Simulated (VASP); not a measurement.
# LaBi (Fm-3m) in VASP: a series of runs

Runs on LaBi. Level: LDA. Tasks: single point.

Program: VASP 6.6.1. These are calculated values, not measurements. Logs are shortened: lines on timing, memory, paths and dates and some standing lists are left out, and cuts for length are marked.

## 1. The cell of the first run

Symmetry: Fm-3m, No. 225, cubic system. The conventional cell has a = 6.264 Å, b = 6.264 Å, c = 6.264 Å, α = 90.00°, β = 90.00°, γ = 90.00°. Within 4.1 Å of La (site symmetry m-3m) lie 6 Bi at 3.13 Å. Within 4.1 Å of Bi (site symmetry m-3m) lie 6 La at 3.13 Å.

## 2. Single point, LDA

INCAR

```
SYSTEM = LaBi
ALGO = Normal ; EDIFF = 1E-6
ENCUT = 520 ; ISIF = 2
ISMEAR = -1 ; LASPH = .True.
LCHARG = .False. ; LREAL = .False.
LWAVE = .False. ; NBANDS = 20
NELM = 60 ; PREC = Accurate
SIGMA = 0.1
```

KPOINTS

```
k-points
0
Gamma
  9 9 9
  0 0 0
```

POSCAR

```
LaBi
1.0
    0.0000000000      3.1320692695      3.1320692695
    3.1320692695      0.0000000000      3.1320692695
    3.1320692695      3.1320692695      0.0000000000
La Bi
1 1
Direct
    0.0000000000      0.0000000000      0.0000000000
    0.5000000000      0.5000000000      0.5000000000
```

Potentials or basis: VASP PAW LDA potentials, release 64 (La, Bi_d).

The run is started by

```bash
> cat potpaw_LDA.64/La/POTCAR potpaw_LDA.64/Bi_d/POTCAR > POTCAR
> mpirun -np 1 vasp_std > vasp.out
```

OUTCAR:

```text
SYSTEM = LaBi
   EDIFF = 1E-6
   ENCUT = 520
   ISIF = 2
   ISMEAR = -1
   LASPH = .True.
   LREAL = .False.
   NELM = 60
   PREC = Accurate

 ion  position               nearest neighbor table
   1  0.000  0.000  0.000-   2 3.13   2 3.13   2 3.13   2 3.13   2 3.13   2 3.13
   2  0.500  0.500  0.500-   1 3.13   1 3.13   1 3.13   1 3.13   1 3.13   1 3.13

  LATTYP: Found a face centered cubic cell.
 ALAT       =     6.2641385390

  Lattice vectors:

 A1 = (   0.0000000000,   3.1320692695,   3.1320692695)
 A2 = (   3.1320692695,   0.0000000000,   3.1320692695)
 A3 = (   3.1320692695,   3.1320692695,   0.0000000000)

Analysis of symmetry for initial positions (statically):
=====================================================================
 Subroutine PRICEL returns:
 Original cell was already a primitive cell.

 Routine SETGRP: Setting up the symmetry group for a
 face centered cubic supercell.

 Subroutine GETGRP returns: Found 48 space group operations
 (whereof 48 operations were pure point group operations)
 out of a pool of 48 trial point group operations.

The static configuration has the point symmetry O_h .

Analysis of symmetry for dynamics (positions and initial velocities):
=====================================================================
 Subroutine PRICEL returns:
 Original cell was already a primitive cell.

 Routine SETGRP: Setting up the symmetry group for a
 face centered cubic supercell.

 Subroutine GETGRP returns: Found 48 space group operations
 (whereof 48 operations were pure point group operations)
 out of a pool of 48 trial point group operations.

The dynamic configuration has the point symmetry O_h .

 Subroutine INISYM returns: Found 48 space group operations
 (whereof 48 operations are pure point group operations),
 and found     1 'primitive' translations

----------------------------------------------------------------------------------------

                                     Primitive cell

  volume of cell :      61.4503

  direct lattice vectors                    reciprocal lattice vectors
     0.000000000  3.132069270  3.132069270    -0.159638870  0.159638870  0.159638870
     3.132069270  0.000000000  3.132069270     0.159638870 -0.159638870  0.159638870
     3.132069270  3.132069270  0.000000000     0.159638870  0.159638870 -0.159638870

  length of vectors
     4.429414839  4.429414839  4.429414839     0.276502634  0.276502634  0.276502634

  position of ions in fractional coordinates (direct lattice)
     0.000000000  0.000000000  0.000000000
     0.500000000  0.500000000  0.500000000

  ion indices of the primitive-cell ions
   primitive index   ion index
                 1           1
                 2           2

----------------------------------------------------------------------------------------

 KPOINTS: k-points

Automatic generation of k-mesh.
 Grid dimensions read from file:
 generate k-points for:    9    9    9

 Generating k-lattice:

  Cartesian coordinates                     Fractional coordinates (reciprocal lattice)
    -0.017737652  0.017737652  0.017737652     0.111111111  0.000000000  0.000000000
     0.017737652 -0.017737652  0.017737652     0.000000000  0.111111111  0.000000000
     0.017737652  0.017737652 -0.017737652     0.000000000  0.000000000  0.111111111

  Length of vectors
     0.030722515  0.030722515  0.030722515

  Shift w.r.t. Gamma in fractional coordinates (k-lattice)
     0.000000000  0.000000000  0.000000000

 Subroutine IBZKPT returns following result:
 ===========================================

 Found     35 irreducible k-points:

 Following reciprocal coordinates:
            Coordinates               Weight
  0.000000  0.000000  0.000000      1.000000
  0.111111  0.000000  0.000000      8.000000
  0.222222  0.000000  0.000000      8.000000
  0.333333  0.000000  0.000000      8.000000
  0.444444  0.000000  0.000000      8.000000
  0.111111  0.111111  0.000000      6.000000
[... 16 lines left out ...]
 -0.333333  0.333333  0.000000     12.000000
  0.444444  0.444444  0.000000      6.000000
 [... further k-points ...]
   k-points           NKPTS =     35   k-points in BZ     NKDIM =     35   number of bands    NBANDS=     20
   number of dos      NEDOS =    301   number of ions     NIONS =      2
   total plane-waves  NPLWV =  46656
   dimension x,y,z NGX =    36 NGY =   36 NGZ =   36
   dimension x,y,z NGXF=    72 NGYF=   72 NGZF=   72
   ions per type =               1   1
   NGX,Y,Z   is equivalent  to a cutoff of  13.51, 13.51, 13.51 a.u.
   NGXF,Y,Z  is equivalent  to a cutoff of  27.02, 27.02, 27.02 a.u.
 SYSTEM =  LaBi
   PREC   = accura    normal or accurate (medium, high low for compatibility)
   ISTART =      0    job   : 0-new  1-cont  2-samecut
   ICHARG =      2    charge: 1-file 2-atom 10-const
   ISPIN  =      1    spin polarized calculation?
   LNONCOLLINEAR =      F non collinear calculations
   LSORBIT =      F    spin-orbit coupling
   LASPH  =      T    aspherical Exc in radial PAW
   ENCUT  =  520.0 eV  38.22 Ry    6.18 a.u.   8.24  8.24  8.24*2*pi/ulx,y,z
   NELM   =     60;   NELMIN=  2; NELMDL= -5     # of ELM steps
   EDIFF  = 0.1E-05   stopping-criterion for ELM
   LREAL  =      F    real-space projection
   EDIFFG = 0.1E-04   stopping-criterion for IOM
   NSW    =      0    number of steps for IOM
   IBRION =     -1    ionic relax: 0-MD 1-quasi-New 2-CG
   NFREE  =      0    steps in history (QN), initial steepest desc. (CG)
   ISIF   =      2    stress and relaxation
   ISYM   =      2    0-nonsym 1-usesym 2-fastsym
   POTIM  = 0.5000    time-step for ionic-motion
   TEBEG  =    0.0;   TEEND  =   0.0 temperature during run
   PSTRESS=    0.0 pullay stress
   NELECT =      26.0000    total number of electrons
   NUPDOWN=      -1.0000    fix difference up-down
   EMIN   =  10.00;   EMAX   =-10.00  energy-range for DOS
   EFERMI =   0.00;   METHOD = LEGACY
   ISMEAR =    -1;   SIGMA  =   0.10  broadening in eV -4-tet -1-fermi 0-gaus
   EFERMI_NEDOS =   21; number of points for ismear=-14 and -15
   IALGO  =     38    algorithm
   IMIX   =      4    mixing-type and parameters
     AMIX     =   0.40;   BMIX     =  1.00
     AMIX_MAG =   1.60;   BMIX_MAG =  1.00
  volume/ion in A,a.u.               =      30.73       207.34
  Fermi-wavevector in a.u.,A,eV,Ry     =   1.229017  2.322506 20.551369  1.510483
  Thomas-Fermi vector in A             =   2.363920
   LORBIT       =      0    0 simple, 1 ext, 2 COOP (PROOUT), +10 PAW based schemes
   GGA     = CA    functional components
   LHFCALC =     F    Hartree Fock is set to
   AEXX    =    0.0000 exact exchange contribution
   IVDW    =     0    specifies the selected vdW correction
   LEPSILON=     F    determine dielectric tensor
   LRPA    =     F    only Hartree local field effects (RPA)
 non-spin polarized calculation
  energy-cutoff  :      520.00
  volume of cell :       61.45
 maximum number of plane-waves:      1673
 NGX is ok and might be reduce to    36
   NGX = 17   NGY = 17   NGZ = 17

 number of electron      25.9999998 magnetization

 Free energy of the ion-electron system (eV)
  ---------------------------------------------------
  ext. energy  EPLUGINS =         0.00000000
  ---------------------------------------------------
  free energy    TOTEN  =       -12.13313111 eV

  energy without entropy =      -12.12012622  energy(sigma->0) =      -12.12662867

 E-fermi :   8.2035     XC(G=0): -10.4483

 val. band max:        8.1928587303   @ k =   0.1111   0.1111   0.0000
 cond. band min:       8.4171330608   @ k =  -0.4444   0.4444   0.0000
 fundamental gap:      0.2242743305
 Fermi energy:         8.2035200314

 k-point     1 :       0.0000    0.0000    0.0000
  band No.  band energies     occupation
      1     -23.9730      2.00000
      2     -13.6248      2.00000
      3     -13.6248      2.00000
      4     -13.5467      2.00000
      5     -13.5467      2.00000
      6     -13.5467      2.00000
[... 12 lines left out ...]
     19      10.5216      0.00000
     20      10.7121      0.00000

 k-point     2 :       0.1111    0.0000    0.0000
  band No.  band energies     occupation
      1     -23.9687      2.00000
      2     -13.6290      2.00000
      3     -13.6290      2.00000
      4     -13.5468      2.00000
      5     -13.5455      2.00000
      6     -13.5455      2.00000
[... 12 lines left out ...]
     19      10.5641      0.00000
     20      10.7149      0.00000

 k-point     3 :       0.2222    0.0000    0.0000
  band No.  band energies     occupation
      1     -23.9578      2.00000
      2     -13.6398      2.00000
      3     -13.6398      2.00000
      4     -13.5470      2.00000
      5     -13.5421      2.00000
      6     -13.5421      2.00000
[... 12 lines left out ...]
     19      10.5923      0.00000
     20      10.7196      0.00000

 k-point     4 :       0.3333    0.0000    0.0000
  band No.  band energies     occupation
      1     -23.9452      2.00000
      2     -13.6522      2.00000
      3     -13.6522      2.00000
      4     -13.5474      2.00000
      5     -13.5378      2.00000
      6     -13.5378      2.00000
[... 12 lines left out ...]
     19      10.6436      0.00000
     20      10.7250      0.00000

 k-point     5 :       0.4444    0.0000    0.0000
  band No.  band energies     occupation
      1     -23.9370      2.00000
      2     -13.6605      2.00000
      3     -13.6605      2.00000
      4     -13.5478      2.00000
      5     -13.5350      2.00000
      6     -13.5350      2.00000
[... 12 lines left out ...]
     19      10.6795      0.00000
     20      10.7288      0.00000
[... 353 lines left out ...]
      6     -13.5284      2.00000
[... 12 lines left out ...]
     19      10.6568      0.00000
     20      10.8893      0.00000

 k-point    22 :      -0.4444    0.3333    0.0000
  band No.  band energies     occupation
      1     -23.9323      2.00000
      2     -13.6335      2.00000
      3     -13.6093      2.00000
      4     -13.5487      2.00000
      5     -13.5310      2.00000
      6     -13.5280      2.00000
[... 12 lines left out ...]
     19      10.6680      0.00000
     20      10.7678      0.00000

 k-point    23 :      -0.3333    0.3333    0.0000
  band No.  band energies     occupation
      1     -23.9320      2.00000
      2     -13.6478      2.00000
      3     -13.6157      2.00000
      4     -13.5434      2.00000
      5     -13.5356      2.00000
      6     -13.5302      2.00000
[... 12 lines left out ...]
     19      10.6686      0.00000
     20      10.7121      0.00000

 k-point    24 :       0.4444    0.4444    0.0000
  band No.  band energies     occupation
      1     -23.9341      2.00000
      2     -13.6156      2.00000
      3     -13.5979      2.00000
      4     -13.5542      2.00000
      5     -13.5259      2.00000
      6     -13.5259      2.00000
[... 12 lines left out ...]
     19      10.6650      0.00000
     20      11.1766      0.00000

 [... further k-points ...]
[... 5 lines left out ...]
  --------------------------------------------------------------------------------------
  -------------------------------------------------------------------------------------
  Total        3.0738616      3.0738616      3.0738616     -0.0000000      0.0000000     -0.0000000
  in kB       80.1439655     80.1439655     80.1439655     -0.0000000      0.0000000     -0.0000000
  external PRESSURE =      80.1439655 kB  Pullay stress =       0.0000000 kB

 VOLUME and BASIS-vectors are now :
 -----------------------------------------------------------------------------
  energy-cutoff  :      520.00
  volume of cell :       61.45
      direct lattice vectors                 reciprocal lattice vectors
     0.000000000  3.132069270  3.132069270    -0.159638870  0.159638870  0.159638870
     3.132069270  0.000000000  3.132069270     0.159638870 -0.159638870  0.159638870
     3.132069270  3.132069270  0.000000000     0.159638870  0.159638870 -0.159638870

 POSITION                                       TOTAL-FORCE (eV/Angst)
 -----------------------------------------------------------------------------------
      0.00000      0.00000      0.00000         0.000000      0.000000      0.000000
      3.13207      3.13207      3.13207        -0.000000     -0.000000     -0.000000
 -----------------------------------------------------------------------------------
    total drift:                                0.000000      0.000000      0.000000

  FREE ENERGIE OF THE ION-ELECTRON SYSTEM (eV)
  ---------------------------------------------------
  free  energy   TOTEN  =       -12.1331311090 eV

  energy  without entropy=      -12.1201262227  energy(sigma->0) =      -12.12662867
```

Wall time 30 s (1 thread of AMD EPYC 9R45 (Zen 5), shared host); peak memory 0.18 GiB.

What came out:

| Property | Result |
| --- | --- |
| Free energy | -12.1331 eV |
| Pressure | 8.0 GPa |
| Band gap on the k mesh | zero (band 13 reaches 8.51 eV, above the bottom of band 14 at 7.96 eV) |

Levels at points of the mesh, in eV from the Fermi level:
```
           k point  band 11  band 12  band 13  band 14  band 15  band 16
(0.00, 0.00, 0.00)     0.31     0.31     0.31     1.21     1.21     1.21
```

Caveat: spin-orbit coupling is left out, which moves the levels of the heavy elements.

## 3. Single point, LDA

This run uses another cell than the first one, of 31.47 Å³/atom, 1.024 times its volume.

INCAR

```
PREC     = Accurate       # precision mode
ENCUT    = 520            # plane-wave cutoff, eV
EDIFF    = 1E-6           # SCF threshold, eV
ISMEAR   = -1             # smearing method
SIGMA    = 0.1            # smearing width, eV
LREAL    = False          # projectors in reciprocal space
LASPH    = True           # aspherical terms in the spheres
NELM     = 60             # most SCF steps
ALGO     = Normal         # electronic algorithm
ISIF     = 2              # what is computed and relaxed
LWAVE    = False          # write WAVECAR
LCHARG   = False          # write CHGCAR
GGA      = CA             # functional
NBANDS   = 20             # bands
```

KPOINTS

```
Automatic mesh
0
Gamma
  9 9 9
```

POSCAR

```
LaBi
1.0
    0.0000000000      3.1570641635      3.1570641635
    3.1570641635      0.0000000000      3.1570641635
    3.1570641635      3.1570641635      0.0000000000
La Bi
1 1
Direct
    0.0000000000      0.0000000000      0.0000000000
    0.5000000000      0.5000000000      0.5000000000
```

Potentials or basis: VASP PAW LDA potentials, release 64 (La, Bi_d).

The run is started by

```bash
> cat potpaw_LDA.64/La/POTCAR potpaw_LDA.64/Bi_d/POTCAR > POTCAR
> mpirun -np 1 vasp_std > vasp.out
```

It took 32 s on 1 thread of AMD EPYC 9R45 (Zen 5), shared host; peak memory 0.18 GiB.

Results (log left out):

| Item | Value |
| --- | --- |
| Free energy | -12.1985 eV |
| Pressure | 6.0 GPa |
| Band gap on the k mesh | zero (band 13 reaches 8.23 eV, above the bottom of band 14 at 7.74 eV) |

Levels at points of the mesh, in eV from the Fermi level:
```
           k point  band 10  band 11  band 12  band 13  band 14  band 15  band 16  band 17
(0.00, 0.00, 0.00)   -10.82     0.29     0.29     0.29     1.21     1.21     1.21     1.91
```

Caveat: spin-orbit coupling is left out, which moves the levels of the heavy elements.

(Continued in part 2 of 2.)
